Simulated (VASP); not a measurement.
# Pt in VASP: notebook

Pt is run at these levels: PBE; tasks: single point.

Program: VASP 6.6.1. These are calculated values, not measurements. Logs are shortened: lines on timing, memory, paths and dates and some standing lists are left out, and cuts for length are marked.

**1. The cell of the first run**

It takes space group Fm-3m (No. 225, cubic). Conventional cell: a = 4.023 Å, b = 4.023 Å, c = 4.023 Å, α = 90.00°, β = 90.00°, γ = 90.00°. Within 3.7 Å of Pt (site symmetry m-3m) lie 12 Pt at 2.85 Å.

**2. Single point, PBE (strained)**

File INCAR:

```
PREC     = Accurate       # precision mode
ENCUT    = 520            # plane-wave cutoff, eV
EDIFF    = 1E-6           # SCF threshold, eV
ISMEAR   = 0              # smearing method
SIGMA    = 0.1            # smearing width, eV
LREAL    = F              # projectors in reciprocal space
LASPH    = T              # aspherical terms in the spheres
NELM     = 60             # most SCF steps
ALGO     = Normal         # electronic algorithm
ISIF     = 2              # what is computed and relaxed
LWAVE    = F              # write WAVECAR
LCHARG   = T              # write CHGCAR
GGA      = PE             # functional
LELF     = T              # ELF
LVHAR    = T            
NBANDS   = 11             # bands
```

File KPOINTS:

```
regular mesh
0
Gamma
  18 18 18
```

File POSCAR:

```
Pt
1.0
    0.0000000000      2.0117422500      2.0117422500
    2.0117422500      0.0000000000      2.0117422500
    2.0117422500      2.0117422500      0.0000000000
Pt
1
Direct
    0.0000000000      0.0000000000      0.0000000000
```

Potentials or basis: VASP PAW PBE potentials, release 64 (Pt).

Launch:

```
cat potpaw_PBE.64/Pt/POTCAR > POTCAR
mpirun -np 1 vasp_std > vasp.out
```

OUTCAR:

```text
PREC = Accurate
   ENCUT = 520
   EDIFF = 1E-6
   ISMEAR = 0
   LREAL = F
   LASPH = T
   NELM = 60
   ISIF = 2
   GGA = PE

 ion  position               nearest neighbor table
   1  0.000  0.000  0.000-

  LATTYP: Found a face centered cubic cell.
 ALAT       =     4.0234845000

  Lattice vectors:

 A1 = (   0.0000000000,   2.0117422500,   2.0117422500)
 A2 = (   2.0117422500,   0.0000000000,   2.0117422500)
 A3 = (   2.0117422500,   2.0117422500,   0.0000000000)

Analysis of symmetry for initial positions (statically):
[... 33 lines left out ...]
                                     Primitive cell

  volume of cell :      16.2835

  direct lattice vectors                    reciprocal lattice vectors
     0.000000000  2.011742250  2.011742250    -0.248540786  0.248540786  0.248540786
     2.011742250  0.000000000  2.011742250     0.248540786 -0.248540786  0.248540786
     2.011742250  2.011742250  0.000000000     0.248540786  0.248540786 -0.248540786

  length of vectors
     2.845033174  2.845033174  2.845033174     0.430485269  0.430485269  0.430485269

  position of ions in fractional coordinates (direct lattice)
     0.000000000  0.000000000  0.000000000

  ion indices of the primitive-cell ions
   primitive index   ion index
                 1           1

----------------------------------------------------------------------------------------

 KPOINTS: regular mesh

Automatic generation of k-mesh.
 Grid dimensions read from file:
 generate k-points for:   18   18   18

 Generating k-lattice:

  Cartesian coordinates                     Fractional coordinates (reciprocal lattice)
    -0.013807821  0.013807821  0.013807821     0.055555556  0.000000000  0.000000000
     0.013807821 -0.013807821  0.013807821     0.000000000  0.055555556  0.000000000
     0.013807821  0.013807821 -0.013807821     0.000000000  0.000000000  0.055555556

  Length of vectors
     0.023915848  0.023915848  0.023915848

  Shift w.r.t. Gamma in fractional coordinates (k-lattice)
     0.000000000  0.000000000  0.000000000

 Subroutine IBZKPT returns following result:
 ===========================================

 Found    195 irreducible k-points:

 Following reciprocal coordinates:
            Coordinates               Weight
  0.000000  0.000000  0.000000      1.000000
  0.055556  0.000000  0.000000      8.000000
  0.111111  0.000000  0.000000      8.000000
  0.166667  0.000000  0.000000      8.000000
  0.222222  0.000000  0.000000      8.000000
  0.277778  0.000000  0.000000      8.000000
[... 16 lines left out ...]
 -0.277778  0.055556  0.000000     24.000000
 -0.222222  0.055556  0.000000     24.000000
 [... further k-points ...]
   k-points           NKPTS =    195   k-points in BZ     NKDIM =    195   number of bands    NBANDS=     11
   number of dos      NEDOS =    301   number of ions     NIONS =      1
   total plane-waves  NPLWV =  13824
   dimension x,y,z NGX =    24 NGY =   24 NGZ =   24
   dimension x,y,z NGXF=    48 NGYF=   48 NGZF=   48
   ions per type =               1
   NGX,Y,Z   is equivalent  to a cutoff of  14.02, 14.02, 14.02 a.u.
   NGXF,Y,Z  is equivalent  to a cutoff of  28.05, 28.05, 28.05 a.u.
 SYSTEM =  unknown system
   PREC   = accura    normal or accurate (medium, high low for compatibility)
   ISTART =      0    job   : 0-new  1-cont  2-samecut
   ICHARG =      2    charge: 1-file 2-atom 10-const
   ISPIN  =      1    spin polarized calculation?
   LNONCOLLINEAR =      F non collinear calculations
   LSORBIT =      F    spin-orbit coupling
   LASPH  =      T    aspherical Exc in radial PAW
   ENCUT  =  520.0 eV  38.22 Ry    6.18 a.u.   5.29  5.29  5.29*2*pi/ulx,y,z
   NELM   =     60;   NELMIN=  2; NELMDL= -5     # of ELM steps
   EDIFF  = 0.1E-05   stopping-criterion for ELM
   LREAL  =      F    real-space projection
   EDIFFG = 0.1E-04   stopping-criterion for IOM
   NSW    =      0    number of steps for IOM
   IBRION =     -1    ionic relax: 0-MD 1-quasi-New 2-CG
   NFREE  =      0    steps in history (QN), initial steepest desc. (CG)
   ISIF   =      2    stress and relaxation
   ISYM   =      2    0-nonsym 1-usesym 2-fastsym
   POTIM  = 0.5000    time-step for ionic-motion
   TEBEG  =    0.0;   TEEND  =   0.0 temperature during run
   PSTRESS=    0.0 pullay stress
   NELECT =      10.0000    total number of electrons
   NUPDOWN=      -1.0000    fix difference up-down
   EMIN   =  10.00;   EMAX   =-10.00  energy-range for DOS
   EFERMI =   0.00;   METHOD = LEGACY
   ISMEAR =     0;   SIGMA  =   0.10  broadening in eV -4-tet -1-fermi 0-gaus
   EFERMI_NEDOS =   21; number of points for ismear=-14 and -15
   IALGO  =     38    algorithm
   IMIX   =      4    mixing-type and parameters
     AMIX     =   0.40;   BMIX     =  1.00
     AMIX_MAG =   1.60;   BMIX_MAG =  1.00
  volume/ion in A,a.u.               =      16.28       109.89
  Fermi-wavevector in a.u.,A,eV,Ry     =   1.391530  2.629610 26.345710  1.936355
  Thomas-Fermi vector in A             =   2.515360
   LORBIT       =      0    0 simple, 1 ext, 2 COOP (PROOUT), +10 PAW based schemes
   GGA     = PE    functional components
   LHFCALC =     F    Hartree Fock is set to
   AEXX    =    0.0000 exact exchange contribution
   IVDW    =     0    specifies the selected vdW correction
   LEPSILON=     F    determine dielectric tensor
   LRPA    =     F    only Hartree local field effects (RPA)
 non-spin polarized calculation
 Gauss-broadening in eV      SIGMA  =   0.10
  energy-cutoff  :      520.00
  volume of cell :       16.28
 maximum number of plane-waves:       452
 NGX is ok and might be reduce to    24
   NGX = 11   NGY = 11   NGZ = 11

 number of electron      10.0000000 magnetization

 number of electron       9.9999999 magnetization

 Free energy of the ion-electron system (eV)
  ---------------------------------------------------
  ext. energy  EPLUGINS =         0.00000000
  ---------------------------------------------------
  free energy    TOTEN  =        -6.08017505 eV

  energy without entropy =       -6.06822474  energy(sigma->0) =       -6.07419989

 E-fermi :   9.8470     XC(G=0): -13.0335

 val. band max:        9.8448060011   @ k =  -0.3333   0.3889   0.1111
 cond. band min:       9.8470397947   @ k =   0.3889   0.3333   0.0556
 fundamental gap:      0.0022337936
 Fermi energy:         9.8470117767

 k-point     1 :       0.0000    0.0000    0.0000
  band No.  band energies     occupation
      1       0.4687      2.00000
      2       6.5055      2.00000
      3       6.5055      2.00000
      4       6.5055      2.00000
      5       8.4024      2.00000
      6       8.4024      2.00000
      7      24.6705      0.00000
      8      29.2063      0.00000
      9      29.2063      0.00000
     10      29.2063      0.00000
     11      34.2780      0.00000

 k-point     2 :       0.0556    0.0000    0.0000
  band No.  band energies     occupation
      1       0.5842      2.00000
      2       6.4571      2.00000
      3       6.5499      2.00000
      4       6.5499      2.00000
      5       8.3787      2.00000
      6       8.3787      2.00000
      7      24.8397      0.00000
      8      28.5415      0.00000
      9      29.3732      0.00000
     10      29.3732      0.00000
     11      34.9635      0.00000

 k-point     3 :       0.1111    0.0000    0.0000
  band No.  band energies     occupation
      1       0.9213      2.00000
      2       6.3326      2.00000
      3       6.6664      2.00000
      4       6.6664      2.00000
      5       8.3285      2.00000
      6       8.3285      2.00000
      7      25.2907      0.00000
      8      27.1413      0.00000
      9      29.8557      0.00000
     10      29.8557      0.00000
     11      35.3735      0.00000

 k-point     4 :       0.1667    0.0000    0.0000
  band No.  band energies     occupation
      1       1.4460      2.00000
      2       6.1928      2.00000
      3       6.7976      2.00000
      4       6.7976      2.00000
      5       8.3180      2.00000
      6       8.3180      2.00000
      7      25.3897      0.00000
      8      25.9603      0.00000
      9      30.5905      0.00000
     10      30.5905      0.00000
     11      33.7998      0.00000

 k-point     5 :       0.2222    0.0000    0.0000
  band No.  band energies     occupation
      1       2.0822      2.00000
      2       6.1440      2.00000
      3       6.8552      2.00000
      4       6.8552      2.00000
      5       8.4420      2.00000
      6       8.4420      2.00000
      7      23.6503      0.00000
      8      26.1874      0.00000
      9      31.3920      0.00000
     10      31.3920      0.00000
     11      32.7672      0.00000
[... 211 lines left out ...]
 k-point    21 :      -0.3889    0.0556    0.0000
  band No.  band energies     occupation
      1       3.3632      2.00000
      2       6.4845      2.00000
      3       6.5924      2.00000
      4       8.0293      2.00000
      5       9.4355      2.00000
      6      10.1493      0.00002
      7      16.9844      0.00000
      8      24.6847      0.00000
      9      28.0939      0.00000
     10      29.3512      0.00000
     11      35.4341      0.00000

 k-point    22 :      -0.3333    0.0556    0.0000
  band No.  band energies     occupation
      1       3.2566      2.00000
      2       6.5990      2.00000
      3       6.6993      2.00000
      4       7.0997      2.00000
      5       9.0210      2.00000
      6       9.6771      1.98373
      7      18.9605      0.00000
      8      25.1683      0.00000
      9      28.7317      0.00000
     10      30.6503      0.00000
     11      33.9562      0.00000

 k-point    23 :      -0.2778    0.0556    0.0000
  band No.  band energies     occupation
      1       2.9454      2.00000
      2       6.3652      2.00000
      3       6.7643      2.00000
      4       6.8272      2.00000
      5       8.5888      2.00000
      6       9.2291      2.00000
      7      21.0543      0.00000
      8      25.7764      0.00000
      9      29.5412      0.00000
     10      32.2740      0.00000
     11      32.5063      0.00000

 k-point    24 :      -0.2222    0.0556    0.0000
  band No.  band energies     occupation
      1       2.3934      2.00000
      2       6.0775      2.00000
      3       6.8582      2.00000
      4       6.9172      2.00000
      5       8.2455      2.00000
      6       8.8400      2.00000
      7      23.0752      0.00000
      8      26.2324      0.00000
      9      30.0989      0.00000
     10      31.7440      0.00000
     11      32.8681      0.00000

 [... further k-points ...]
[... 5 lines left out ...]
  --------------------------------------------------------------------------------------
  -------------------------------------------------------------------------------------
  Total       -0.9478478     -0.9478478     -0.9478478      0.0000000     -0.0000000      0.0000000
  in kB      -93.2614503    -93.2614503    -93.2614503      0.0000000     -0.0000000      0.0000000
  external PRESSURE =     -93.2614503 kB  Pullay stress =       0.0000000 kB

 VOLUME and BASIS-vectors are now :
 -----------------------------------------------------------------------------
  energy-cutoff  :      520.00
  volume of cell :       16.28
      direct lattice vectors                 reciprocal lattice vectors
     0.000000000  2.011742250  2.011742250    -0.248540786  0.248540786  0.248540786
     2.011742250  0.000000000  2.011742250     0.248540786 -0.248540786  0.248540786
     2.011742250  2.011742250  0.000000000     0.248540786  0.248540786 -0.248540786

 POSITION                                       TOTAL-FORCE (eV/Angst)
 -----------------------------------------------------------------------------------
      0.00000      0.00000      0.00000         0.000000      0.000000     -0.000000
 -----------------------------------------------------------------------------------
    total drift:                               -0.000000      0.000000     -0.000000

  FREE ENERGIE OF THE ION-ELECTRON SYSTEM (eV)
  ---------------------------------------------------
  free  energy   TOTEN  =        -6.0801750516 eV

  energy  without entropy=       -6.0682247360  energy(sigma->0) =       -6.07419989
```

Wall time 9.2 s (1 thread of Intel Xeon 6975P-C (Granite Rapids), shared host); peak memory 0.16 GiB.

Results:

* Free energy: -6.0802 eV
* Pressure: -9.3 GPa
* Band gap on the k mesh: zero (band 5 reaches 10.27 eV, above the bottom of band 6 at 8.32 eV)

Caveat: the cell differs from its parent crystal (strained); spin-orbit coupling is left out, which moves the levels of the heavy elements.

[end of part 1 of 2]
